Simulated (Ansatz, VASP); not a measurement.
O: VASP beside Ansatz

```
O
1.0
     1.23231    0.71148    3.96170
    -1.23231    0.71148    3.96170
     0.00000   -1.42295    3.96170
O
2
Direct
  0.05056 0.05056 0.05056
  0.94944 0.94944 0.94944
```

Alike in both runs: functional r2SCAN; k mesh 21 × 21 × 21; occupations gaussian, width 0.1 eV; no spin polarisation.

Ansatz relaxed the structure, and its values are those at the end. VASP's run is a single point on that final structure, the one shown.

|  | VASP | Ansatz |
| --- | --- | --- |
| version | VASP 6.6.1 | Ansatz 0.2.0 |
| potentials or method | VASP PAW PBE potentials, release 64 (O), cutoff 520 eV | scalar-relativistic, plane waves, PAW |
| valence electrons in the cell | 12 | 12 |

Ansatz gave:

* gap on the k mesh at the Fermi level (eV): none
* pressure (GPa): 0.0
* rms of the force components (eV/Å): 0.001

Question: Which values does VASP return?

Answer: gap on the k mesh at the Fermi level (eV): none; pressure (GPa): 4.3; rms of the force components (eV/Å): 0.894.

VASP's potentials were made for PBE, not for r2SCAN. A gap of «none» marks a metal or a gap that the smearing closes.

Noted on VASP's run: the standard files for N, O and F lose accuracy on very short bonds; spin is off for a triplet molecule.
